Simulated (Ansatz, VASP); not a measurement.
**PbO: VASP beside Ansatz**

File INCAR:

```
SYSTEM = PbO
ALGO = Normal ; EDIFF = 1E-6
ENCUT = 520 ; ISIF = 2
ISMEAR = -1 ; LASPH = .True.
LCHARG = .False. ; LREAL = .False.
LWAVE = .False. ; NBANDS = 28
NELM = 100 ; PREC = Accurate
SIGMA = 0.03
```

Contents of KPOINTS:

```
k-points
0
Gamma
  7 7 6
  0 0 0
```

POSCAR

```
PbO
1.0
    4.0267007345      0.0000000000      0.0000000000
    0.0000000000      4.0267007345      0.0000000000
    0.0000000000      0.0000000000      5.0880865260
Pb O
2 2
Direct
    0.0000000000      0.5000000000      0.2351000000
    0.5000000000      0.0000000000      0.7649000000
    0.0000000000      0.0000000000      0.0000000000
    0.5000000000      0.5000000000      0.0000000000
```

Input for Ansatz:

```yaml
crystal:
  lattice:
    - [4.0267007345, 0.0, 0.0]
    - [0.0, 4.0267007345, 0.0]
    - [0.0, 0.0, 5.088086526]
  atoms:
    - { symbol: Pb, position: [0.0, 0.5, 0.2351] }
    - { symbol: Pb, position: [0.5, 0.0, 0.7649] }
    - { symbol: O, position: [0.0, 0.0, 0.0] }
    - { symbol: O, position: [0.5, 0.5, 0.0] }
kpoints:
  mp_grid: { grid: [7, 7, 6] }
  band_path:
    path:
      - [0.0, 0.0, 0.0]
      - [0.0, 0.5, 0.0]
      - [0.5, 0.5, 0.0]
      - [0.0, 0.0, 0.0]
      - [0.0, 0.0, 0.5]
      - [0.0, 0.5, 0.5]
      - [0.5, 0.5, 0.5]
      - [0.0, 0.0, 0.5]
      - [0.0, 0.5, 0.0]
    npoints: 5
scf:
  occupations: { method: fermi_dirac, width: 0.03 }
hamiltonian:
  xc: lda
  pseudopotentials: { kind: all_electron, lapw: { basis_error: 0.001 } }
output:
  forces: true
  stress: true
  eigenvalues: true
```

Change from the starting cell: volume scaled by 1.04.

Alike in both runs: task single point; functional LDA; k mesh 7 × 7 × 6; occupations fermi-dirac, width 0.03 eV; no spin polarisation.

|  | VASP | Ansatz |
| --- | --- | --- |
| version | VASP 6.6.1 | Ansatz 0.2.0 |
| potentials or method | VASP PAW LDA potentials, release 64 (Pb_d, O), cutoff 520 eV | all-electron LAPW, scalar-relativistic |

```csv
,VASP,Ansatz,Ansatz less VASP
gap on the k mesh at the Fermi level (eV),1.49,1.51,+0.019
pressure (GPa),-4.6,-4.7,-0.15
"traceless stress, the component that is largest in VASP (GPa)",0.67,0.66,-0.012
rms of the force components (eV/Å),0.245,0.271,+0.0253
```

LDA's correlation is that of Perdew and Zunger in VASP and of Perdew and Wang (1992) in Ansatz. Atom by atom the forces differ by 0.025 eV/Å (rms over components). Ansatz ran all-electron here, and VASP with PAW potentials.

Spin-orbit coupling is off throughout.
